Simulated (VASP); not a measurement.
Wanted: the native input for a VASP 6.6.1 run.

| Quantity | Value |
| --- | --- |
| Task | single point |
| Functional | PBEsol |
| Potentials or basis | VASP PAW PBE potentials, release 64 (Nb_sv) |
| Cutoff | 520 eV |
| k mesh | 18 × 18 × 18 |
| Occupations | fermi-dirac, width 0.05 eV |
| Spin | no spin polarisation |
| Dipole correction | no |
| Further INCAR settings | ALGO = Normal; EDIFF = 1e-06; NBANDS = 12 |

The structure of Nb lies in POSCAR:

```
Nb
1.0
   -1.5190166396      1.5190166396      1.5190166396
    1.5190166396     -1.5190166396      1.5190166396
    1.5190166396      1.5190166396     -1.5190166396
Nb
1
Direct
    0.0000000000      0.0000000000      0.0000000000
```

This cell differs from its parent crystal: volume scaled by 0.8.

These files were run (other wordings do the same):

INCAR

```
PREC     = Accurate       # precision mode
ENCUT    = 520            # plane-wave cutoff, eV
EDIFF    = 1E-6           # SCF threshold, eV
ISMEAR   = -1             # smearing method
SIGMA    = 0.05           # smearing width, eV
LREAL    = F              # projectors in reciprocal space
LASPH    = T              # aspherical terms in the spheres
NELM     = 100            # most SCF steps
ALGO     = Normal         # electronic algorithm
ISIF     = 2              # what is computed and relaxed
LWAVE    = F              # write WAVECAR
LCHARG   = F              # write CHGCAR
GGA      = PS             # functional
NBANDS   = 12             # bands
```

KPOINTS

```
Automatic mesh
0
Gamma
  18 18 18
```

Potentials or basis: VASP PAW PBE potentials, release 64 (Nb_sv).

Command:

```sh
$ cat potpaw_PBE.64/Nb_sv/POTCAR > POTCAR
$ mpirun -np 1 vasp_std > vasp.out
```

Results of the run:

```json
{
 "Pressure": "59.8 GPa"
}
```

Caveat: the PAW data sets were made with another functional, which shifts forces and pressure a little.

Run time: 55 s on 1 thread of Intel Xeon 6975P-C, on a shared host, peak memory 0.15 GiB.
